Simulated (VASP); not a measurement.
Crystal: SnO2.

```
CELL_PARAMETERS angstrom
1.61709 0.93363 4.80059
-1.61709 0.93363 4.80059
0.00000 -1.86726 4.80059
ATOMIC_POSITIONS crystal
Sn 0.50000 0.50000 0.50000
O 0.76283 0.76283 0.76283
O 0.23717 0.23717 0.23717
```

Base run:

- Program: VASP 6.6.1
- Functional: PBEsol
- Potentials or basis: VASP PAW PBE potentials, release 64 (Sn_d, O)
- Cutoff: 520 eV
- k mesh: 10 × 10 × 10
- Occupations: fermi-dirac, width 0.05 eV
- Spin: no spin polarisation

Its results: band gap on the k mesh 1.84 eV, indirect (least direct gap 1.97 eV); pressure -4.6 GPa; largest force 0.347 eV/Å.

Task: After a change of settings the same cell gave: band gap on the k mesh 1.91 eV, indirect (least direct gap 2.03 eV); pressure 0.0 GPa; largest force 0.083 eV/Å. Which change was it?
A. functional from PBEsol to BLYP
B. functional from PBEsol to PBE
C. functional from PBEsol to LDA; potentials or basis from VASP PAW PBE potentials, release 64 (Sn_d, O) to VASP PAW LDA potentials, release 64 (Sn_d, O)
D. functional from PBEsol to revPBE; further incar settings from ALGO = Normal; EDIFF = 1e-06; NBANDS = 20 to ALGO = Normal; EDIFF = 1e-07; NBANDS = 20

Result: B.

PBE binds less tightly than PBEsol, so the same cell stands under more pressure.

Caveats: spin-orbit coupling is left out, which moves the levels of the heavy elements; the PAW data sets were made with another functional, which shifts forces and pressure a little (some runs).
